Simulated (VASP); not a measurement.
# Zr (P6_3/mmc) in VASP: a series of runs

Aim: see how the results for Zr move with the level of theory and the settings. Levels: PBE, revPBE+D4. Tasks: single point, relaxation of cell and atoms.

Everything below comes from runs of VASP 6.6.1. Logs are shortened: lines on timing, memory, paths and dates and some standing lists are left out, and cuts for length are marked.

**1. The cell of the first run**

The structure is hexagonal, space group P6_3/mmc (No. 194). The conventional cell has a = 3.232 Å, b = 3.232 Å, c = 5.147 Å, α = 90.00°, β = 90.00°, γ = 120.00°. Zr (site symmetry -6m2) has 12 Zr at 3.18 to 3.23 Å within 4.2 Å.

**2. Single point, PBE**

INCAR

```
ALGO = Fast ; EDIFF = 1E-7
ENCUT = 520 ; GGA = PE
ISIF = 2 ; ISMEAR = 0
LASPH = True ; LCHARG = True
LELF = True ; LREAL = False
LVHAR = True ; LWAVE = False
NBANDS = 19 ; NELM = 80
PREC = Accurate ; SIGMA = 0.023
```

KPOINTS

```
k-points
0
Gamma
  9 9 5
```

POSCAR

```
Zr
1.0
    3.2320000000      0.0000000000      0.0000000000
   -1.6160000000      2.7989941050      0.0000000000
    0.0000000000      0.0000000000      5.1470000000
Zr
2
Direct
    0.6666666667      0.3333333333      0.7500000000
    0.3333333333      0.6666666667      0.2500000000
```

Potentials or basis: VASP PAW PBE potentials, release 64 (Zr_sv).

On the command line:

```sh
$ cat potpaw_PBE.64/Zr_sv/POTCAR > POTCAR
$ mpirun -np 1 vasp_std > vasp.out
```

OUTCAR:

```text
EDIFF = 1E-7
   ENCUT = 520
   GGA = PE
   ISIF = 2
   ISMEAR = 0
   LASPH = True
   LREAL = False
   NELM = 80
   PREC = Accurate

 ion  position               nearest neighbor table
   1  0.667  0.333  0.750-   2 3.18   2 3.18   2 3.18   2 3.18   2 3.18   2 3.18
   2  0.333  0.667  0.250-   1 3.18   1 3.18   1 3.18   1 3.18   1 3.18   1 3.18

  LATTYP: Found a hexagonal cell.
 ALAT       =     3.2320000000
 C/A-ratio  =     1.5925123762

  Lattice vectors:

 A1 = (   3.2320000000,   0.0000000000,   0.0000000000)
 A2 = (  -1.6160000000,   2.7989941050,   0.0000000000)
 A3 = (   0.0000000000,   0.0000000000,   5.1470000000)

Analysis of symmetry for initial positions (statically):
=====================================================================
 Subroutine PRICEL returns:
 Original cell was already a primitive cell.

 Routine SETGRP: Setting up the symmetry group for a
 hexagonal supercell.

 Subroutine GETGRP returns: Found 24 space group operations
 (whereof 12 operations were pure point group operations)
 out of a pool of 24 trial point group operations.

The static configuration has the point symmetry D_3d.
 The point group associated with its full space group is D_6h.

Analysis of symmetry for dynamics (positions and initial velocities):
=====================================================================
 Subroutine PRICEL returns:
 Original cell was already a primitive cell.

 Routine SETGRP: Setting up the symmetry group for a
 hexagonal supercell.

 Subroutine GETGRP returns: Found 24 space group operations
 (whereof 12 operations were pure point group operations)
 out of a pool of 24 trial point group operations.

The dynamic configuration has the point symmetry D_3d.
 The point group associated with its full space group is D_6h.

 Subroutine INISYM returns: Found 24 space group operations
 (whereof 12 operations are pure point group operations),
 and found     1 'primitive' translations

----------------------------------------------------------------------------------------

                                     Primitive cell

  volume of cell :      46.5616

  direct lattice vectors                    reciprocal lattice vectors
     3.232000000  0.000000000  0.000000000     0.309405941  0.178635603  0.000000000
    -1.616000000  2.798994105  0.000000000     0.000000000  0.357271206  0.000000000
     0.000000000  0.000000000  5.147000000     0.000000000  0.000000000  0.194287935

  length of vectors
     3.232000000  3.232000000  5.147000000     0.357271206  0.357271206  0.194287935

  position of ions in fractional coordinates (direct lattice)
     0.666666667  0.333333333  0.750000000
     0.333333333  0.666666667  0.250000000

  ion indices of the primitive-cell ions
   primitive index   ion index
                 1           1
                 2           2

----------------------------------------------------------------------------------------

 KPOINTS: k-points

Automatic generation of k-mesh.
 Grid dimensions read from file:
 generate k-points for:    9    9    5

 Generating k-lattice:

  Cartesian coordinates                     Fractional coordinates (reciprocal lattice)
     0.034378438  0.019848400  0.000000000     0.111111111  0.000000000  0.000000000
     0.000000000  0.039696801  0.000000000     0.000000000  0.111111111  0.000000000
     0.000000000  0.000000000  0.038857587     0.000000000  0.000000000  0.200000000

  Length of vectors
     0.039696801  0.039696801  0.038857587

  Shift w.r.t. Gamma in fractional coordinates (k-lattice)
     0.000000000  0.000000000  0.000000000

 Subroutine IBZKPT returns following result:
 ===========================================

 Found     36 irreducible k-points:

 Following reciprocal coordinates:
            Coordinates               Weight
  0.000000  0.000000  0.000000      1.000000
  0.111111  0.000000  0.000000      6.000000
  0.222222  0.000000  0.000000      6.000000
  0.333333  0.000000  0.000000      6.000000
  0.444444  0.000000  0.000000      6.000000
  0.111111  0.111111  0.000000      6.000000
[... 16 lines left out ...]
  0.333333  0.222222  0.200000     24.000000
  0.333333  0.333333  0.200000      4.000000
 [... further k-points ...]
   k-points           NKPTS =     36   k-points in BZ     NKDIM =     36   number of bands    NBANDS=     19
   number of dos      NEDOS =    301   number of ions     NIONS =      2
   total plane-waves  NPLWV =  23040
   dimension x,y,z NGX =    24 NGY =   24 NGZ =   40
   dimension x,y,z NGXF=    48 NGYF=   48 NGZF=   80
   ions per type =               2
   NGX,Y,Z   is equivalent  to a cutoff of  12.34, 12.34, 12.92 a.u.
   NGXF,Y,Z  is equivalent  to a cutoff of  24.69, 24.69, 25.84 a.u.
 SYSTEM =  unknown system
   PREC   = accura    normal or accurate (medium, high low for compatibility)
   ISTART =      0    job   : 0-new  1-cont  2-samecut
   ICHARG =      2    charge: 1-file 2-atom 10-const
   ISPIN  =      1    spin polarized calculation?
   LNONCOLLINEAR =      F non collinear calculations
   LSORBIT =      F    spin-orbit coupling
   LASPH  =      T    aspherical Exc in radial PAW
   ENCUT  =  520.0 eV  38.22 Ry    6.18 a.u.   6.01  6.01  9.57*2*pi/ulx,y,z
   NELM   =     80;   NELMIN=  2; NELMDL= -5     # of ELM steps
   EDIFF  = 0.1E-06   stopping-criterion for ELM
   LREAL  =      F    real-space projection
   EDIFFG = 0.1E-05   stopping-criterion for IOM
   NSW    =      0    number of steps for IOM
   IBRION =     -1    ionic relax: 0-MD 1-quasi-New 2-CG
   NFREE  =      0    steps in history (QN), initial steepest desc. (CG)
   ISIF   =      2    stress and relaxation
   ISYM   =      2    0-nonsym 1-usesym 2-fastsym
   POTIM  = 0.5000    time-step for ionic-motion
   TEBEG  =    0.0;   TEEND  =   0.0 temperature during run
   PSTRESS=    0.0 pullay stress
   NELECT =      24.0000    total number of electrons
   NUPDOWN=      -1.0000    fix difference up-down
   EMIN   =  10.00;   EMAX   =-10.00  energy-range for DOS
   EFERMI =   0.00;   METHOD = LEGACY
   ISMEAR =     0;   SIGMA  =   0.02  broadening in eV -4-tet -1-fermi 0-gaus
   EFERMI_NEDOS =   21; number of points for ismear=-14 and -15
   IALGO  =     68    algorithm
   IMIX   =      4    mixing-type and parameters
     AMIX     =   0.40;   BMIX     =  1.00
     AMIX_MAG =   1.60;   BMIX_MAG =  1.00
  volume/ion in A,a.u.               =      23.28       157.11
  Fermi-wavevector in a.u.,A,eV,Ry     =   1.312611  2.480475 23.442130  1.722948
  Thomas-Fermi vector in A             =   2.442991
   LORBIT       =      0    0 simple, 1 ext, 2 COOP (PROOUT), +10 PAW based schemes
   GGA     = PE    functional components
   LHFCALC =     F    Hartree Fock is set to
   AEXX    =    0.0000 exact exchange contribution
   IVDW    =     0    specifies the selected vdW correction
   LEPSILON=     F    determine dielectric tensor
   LRPA    =     F    only Hartree local field effects (RPA)
 non-spin polarized calculation
 RMM-DIIS sequential band-by-band and
 Gauss-broadening in eV      SIGMA  =   0.02
  energy-cutoff  :      520.00
  volume of cell :       46.56
 maximum number of plane-waves:      1284
   NGX = 13   NGY = 13   NGZ = 19

 number of electron      24.0000000 magnetization

 Free energy of the ion-electron system (eV)
  ---------------------------------------------------
  ext. energy  EPLUGINS =         0.00000000
  ---------------------------------------------------
  free energy    TOTEN  =       -17.04449312 eV

  energy without entropy =      -17.04358390  energy(sigma->0) =      -17.04403851

 E-fermi :   9.0327     XC(G=0): -11.0828

 val. band max:        9.0303298926   @ k =   0.1111   0.0000   0.4000
 cond. band min:       9.0360075858   @ k =   0.2222   0.2222   0.4000
 fundamental gap:      0.0056776933
 Fermi energy:         9.0326611708

 k-point     1 :       0.0000    0.0000    0.0000
  band No.  band energies     occupation
      1     -39.8506      2.00000
      2     -39.6962      2.00000
      3     -18.3737      2.00000
      4     -17.5033      2.00000
      5     -17.5033      2.00000
      6     -17.3676      2.00000
[... 11 lines left out ...]
     18      11.1269      0.00000
     19      13.4220      0.00000

 k-point     2 :       0.1111    0.0000    0.0000
  band No.  band energies     occupation
      1     -39.8368      2.00000
      2     -39.6906      2.00000
      3     -18.3363      2.00000
      4     -17.5848      2.00000
      5     -17.5299      2.00000
      6     -17.4461      2.00000
[... 11 lines left out ...]
     18      10.8460      0.00000
     19      13.6259      0.00000

 k-point     3 :       0.2222    0.0000    0.0000
  band No.  band energies     occupation
      1     -39.8005      2.00000
      2     -39.6775      2.00000
      3     -18.2334      2.00000
      4     -17.7911      2.00000
      5     -17.6502      2.00000
      6     -17.5938      2.00000
[... 11 lines left out ...]
     18      11.6884      0.00000
     19      13.9631      0.00000

 k-point     4 :       0.3333    0.0000    0.0000
  band No.  band energies     occupation
      1     -39.7553      2.00000
      2     -39.6662      2.00000
      3     -18.0916      2.00000
      4     -18.0243      2.00000
      5     -17.8687      2.00000
      6     -17.6624      2.00000
[... 11 lines left out ...]
     18      12.8892      0.00000
     19      14.1861      0.00000

 k-point     5 :       0.4444    0.0000    0.0000
  band No.  band energies     occupation
      1     -39.7205      2.00000
      2     -39.6639      2.00000
      3     -18.1748      2.00000
      4     -18.0050      2.00000
      5     -17.9646      2.00000
      6     -17.7055      2.00000
[... 11 lines left out ...]
     18      14.2272      0.00000
     19      14.2786      0.00000

 k-point     6 :       0.1111    0.1111    0.0000
  band No.  band energies     occupation
      1     -39.8117      2.00000
      2     -39.6812      2.00000
      3     -18.2661      2.00000
      4     -17.7050      2.00000
      5     -17.6465      2.00000
      6     -17.5265      2.00000
[... 11 lines left out ...]
     18      11.5371      0.00000
     19      13.7953      0.00000

 k-point     7 :       0.2222    0.1111    0.0000
  band No.  band energies     occupation
      1     -39.7708      2.00000
      2     -39.6692      2.00000
      3     -18.1424      2.00000
      4     -17.9069      2.00000
      5     -17.8204      2.00000
      6     -17.6277      2.00000
[... 11 lines left out ...]
     18      12.7568      0.00000
     19      13.9676      0.00000

 k-point     8 :       0.3333    0.1111    0.0000
  band No.  band energies     occupation
      1     -39.7295      2.00000
      2     -39.6636      2.00000
      3     -18.0972      2.00000
      4     -18.0004      2.00000
      5     -17.9505      2.00000
      6     -17.7205      2.00000
[... 256 lines left out ...]
 k-point    20 :       0.3333    0.1111    0.2000
  band No.  band energies     occupation
      1     -39.7233      2.00000
      2     -39.6699      2.00000
      3     -18.1781      2.00000
      4     -18.0357      2.00000
      5     -17.8533      2.00000
      6     -17.7046      2.00000
[... 11 lines left out ...]
     18      13.5940      0.00000
     19      14.4524      0.00000

 k-point    21 :       0.4444    0.1111    0.2000
  band No.  band energies     occupation
      1     -39.7053      2.00000
      2     -39.6693      2.00000
      3     -18.2270      2.00000
      4     -18.0814      2.00000
      5     -17.8437      2.00000
      6     -17.7084      2.00000
[... 11 lines left out ...]
     18      14.0904      0.00000
     19      14.9042      0.00000

 k-point    22 :       0.2222    0.2222    0.2000
  band No.  band energies     occupation
      1     -39.7264      2.00000
      2     -39.6702      2.00000
      3     -18.1169      2.00000
      4     -18.0295      2.00000
      5     -17.8118      2.00000
      6     -17.7588      2.00000
[... 11 lines left out ...]
     18      13.6387      0.00000
     19      14.5427      0.00000

 k-point    23 :       0.3333    0.2222    0.2000
  band No.  band energies     occupation
      1     -39.6982      2.00000
      2     -39.6699      2.00000
      3     -18.1381      2.00000
      4     -18.0496      2.00000
      5     -17.8935      2.00000
      6     -17.7420      2.00000
[... 11 lines left out ...]
     18      14.0443      0.00000
     19      15.5884      0.00000

 k-point    24 :       0.3333    0.3333    0.2000
  band No.  band energies     occupation
      1     -39.6791      2.00000
      2     -39.6791      2.00000
      3     -18.0343      2.00000
      4     -18.0269      2.00000
      5     -18.0269      2.00000
      6     -17.7743      2.00000
[... 11 lines left out ...]
     18      13.3873      0.00000
     19      15.7066      0.00000

 [... further k-points ...]

------------------------ aborting loop because EDIFF is reached ----------------------------------------

  FORCE on cell =-STRESS in cart. coord.  units (eV):
  Direction    XX          YY          ZZ          XY          YZ          ZX
  --------------------------------------------------------------------------------------
  -------------------------------------------------------------------------------------
  Total        0.0657044      0.0657044      0.3827333      0.0000000     -0.0000000      0.0000000
  in kB        2.2608818      2.2608818     13.1698052      0.0000000     -0.0000000      0.0000000
  external PRESSURE =       5.8971896 kB  Pullay stress =       0.0000000 kB

 VOLUME and BASIS-vectors are now :
 -----------------------------------------------------------------------------
  energy-cutoff  :      520.00
  volume of cell :       46.56
      direct lattice vectors                 reciprocal lattice vectors
     3.232000000  0.000000000  0.000000000     0.309405941  0.178635603  0.000000000
    -1.616000000  2.798994105  0.000000000     0.000000000  0.357271206  0.000000000
     0.000000000  0.000000000  5.147000000     0.000000000  0.000000000  0.194287935

 POSITION                                       TOTAL-FORCE (eV/Angst)
 -----------------------------------------------------------------------------------
      1.61600      0.93300      3.86025        -0.000000     -0.000000      0.000000
     -0.00000      1.86600      1.28675         0.000000      0.000000      0.000000
 -----------------------------------------------------------------------------------
    total drift:                               -0.000000      0.000000     -0.000000

  FREE ENERGIE OF THE ION-ELECTRON SYSTEM (eV)
  ---------------------------------------------------
  free  energy   TOTEN  =       -17.0444931187 eV

  energy  without entropy=      -17.0435838968  energy(sigma->0) =      -17.04403851
```

It took 83 s on 1 thread of Intel Xeon 8259CL, shared host; peak memory 0.17 GiB.

Results:

```
Free energy            : -17.0445 eV
Pressure               : 0.6 GPa
Band gap on the k mesh : zero (bands 12 and 13 overlap by 1.12 eV)
```

Stress tensor (GPa, compression positive):
```
0.23 0.00 0.00
0.00 0.23 0.00
0.00 0.00 1.32
```

**3. Single point, revPBE+D4**

INCAR

```
SYSTEM = Zr
PREC = Accurate
ENCUT = 520
EDIFF = 1E-6
ISMEAR = -1
SIGMA = 0.05
LREAL = .False.
LASPH = .True.
NELM = 80
ALGO = Normal
ISIF = 2
LWAVE = .False.
LCHARG = .False.
GGA = RE
IVDW = 13
NBANDS = 19
```

KPOINTS

```
Automatic mesh
0
Gamma
  9 9 5
  0 0 0
```

POSCAR

```
Zr
1.0
    3.2236311002      0.0000000000      0.0000000000
   -1.6118155501      2.7917464252      0.0000000000
    0.0000000000      0.0000000000      5.1775579283
Zr
2
Direct
    0.6666666667      0.3333333333      0.7500000000
    0.3333333333      0.6666666667      0.2500000000
```

Potentials or basis: VASP PAW PBE potentials, release 64 (Zr_sv).

On the command line:

```sh
$ cat potpaw_PBE.64/Zr_sv/POTCAR > POTCAR
$ mpirun -np 1 vasp_std > vasp.out
```

Wall time 39 s (1 thread of Intel Xeon 8259CL, shared host); peak memory 0.17 GiB.

Results (log left out):

```yaml
Free_energy: -16.9287 eV
Pressure: 0.0 GPa
Band_gap_on_the_k_mesh: zero (bands 12 and 13 overlap by 1.15 eV)
Dispersion_energy_per_atom: -0.279 eV
```

Levels at points of the mesh, in eV from the Fermi level:
| k point | band 10 | band 11 | band 12 | band 13 | band 14 | band 15 |
| --- | --- | --- | --- | --- | --- | --- |
| (0.00, 0.00, 0.00) | -3.03 | 0.88 | 0.88 | 0.94 | 1.08 | 1.55 |

Caveat: the PAW data sets were made with another functional, which shifts forces and pressure a little.

**4. Relaxation of cell and atoms, revPBE+D4**

INCAR

```
SYSTEM = Zr
PREC = Accurate ; ENCUT = 600
EDIFF = 1E-7 ; ISMEAR = -1
SIGMA = 0.05 ; LREAL = .FALSE.
LASPH = .TRUE. ; NELM = 60
ALGO = Normal ; ISIF = 3
LWAVE = .FALSE. ; LCHARG = .FALSE.
GGA = RE ; IVDW = 13
IBRION = 2 ; NSW = 80
EDIFFG = -0.005
```

KPOINTS

```
regular mesh
0
G
  9 9 5
  0 0 0
```

POSCAR

```
Zr
1.0
    3.2320000000      0.0000000000      0.0000000000
   -1.6160000000      2.7989941050      0.0000000000
    0.0000000000      0.0000000000      5.1470000000
Zr
2
Direct
    0.6666666667      0.3333333333      0.7500000000
    0.3333333333      0.6666666667      0.2500000000
```

On the command line:

```sh
$ cat potpaw_PBE.64/Zr_sv/POTCAR > POTCAR
$ mpirun -np 1 vasp_std > vasp.out
```

Wall time 3.1 min (1 thread of Intel Xeon 8259CL, shared host); peak memory 0.2 GiB.

The run converged. Its results:

- Free energy: -16.9292 eV
- Relaxed volume: 23.31 Å³/atom
- Relaxed cell: a = 3.224 Å, b = 3.224 Å, c = 5.177 Å, α = 90.00°, β = 90.00°, γ = 120.00°
- Space group after relaxing (to 0.1 Å): P6_3/mmc (No. 194)
- Energy gained by relaxing: 0.3 meV/atom
- Ionic steps: 5
- Pressure after relaxing: 0.0 GPa
- Band gap on the k mesh: zero (bands 12 and 13 overlap by 1.15 eV)
- Dispersion energy per atom: -0.278 eV

The path:
| step | energy change (eV) | largest force (eV/Å) | pressure (GPa) | volume (Å³) |
| --- | --- | --- | --- | --- |
| 1 | 0.0000 | 0.0000 | 0.15 | 46.56 |
| 2 | -0.0006 | 0.0000 | -0.18 | 46.71 |
| 3 | -0.0006 | 0.0000 | -0.21 | 46.72 |
| 4 | -0.0007 | 0.0000 | 0.12 | 46.55 |
| 5 | -0.0007 | 0.0000 | 0.00 | 46.61 |

Final structure:
```xyz
2
Lattice="3.2243 0.0000 0.0000 -1.6122 2.7924 0.0000 0.0000 0.0000 5.1770" Properties=species:S:1:pos:R:3 pbc="T T T"
Zr    1.6122    0.9308    3.8828
Zr    0.0000    1.8616    1.2943
```

Levels at points of the mesh, in eV from the Fermi level:
| k point | band 8 | band 9 | band 10 | band 11 | band 12 | band 13 | band 14 | band 15 | band 16 |
| --- | --- | --- | --- | --- | --- | --- | --- | --- | --- |
| (0.00, 0.00, 0.00) | -26.38 | -5.66 | -3.03 | 0.88 | 0.88 | 0.94 | 1.08 | 1.55 | 1.55 |

Caveat: the PAW data sets were made with another functional, which shifts forces and pressure a little.

**5. The runs side by side**

| task | level | cell | cutoff (eV) | smearing | gap on the mesh (eV) | pressure (GPa) |
| --- | --- | --- | --- | --- | --- | --- |
| single point | PBE | a = 3.232, b = 3.232, c = 5.147 Å, angles 90.0, 90.0, 120.0°, 2 atoms | 520 | gaussian 0.023 eV | none | 0.6 |
| single point | revPBE+D4 | a = 3.224, b = 3.224, c = 5.178 Å, angles 90.0, 90.0, 120.0°, 2 atoms | 520 | fermi-dirac 0.05 eV | none | 0.0 |
| relaxation of cell and atoms | revPBE+D4 | relaxed from a = 3.232, b = 3.232, c = 5.147 Å, angles 90.0, 90.0, 120.0°, 2 atoms | 600 | fermi-dirac 0.05 eV | none | 0.0 |

Alike in all rows: potentials or basis VASP PAW PBE potentials, release 64 (Zr_sv); no spin polarisation; k mesh 9 × 9 × 5.

Caveats: the PAW data sets were made with another functional, which shifts forces and pressure a little (at least some runs).

Total energies depend on the potentials used, so only differences within one code and one set of settings carry meaning.
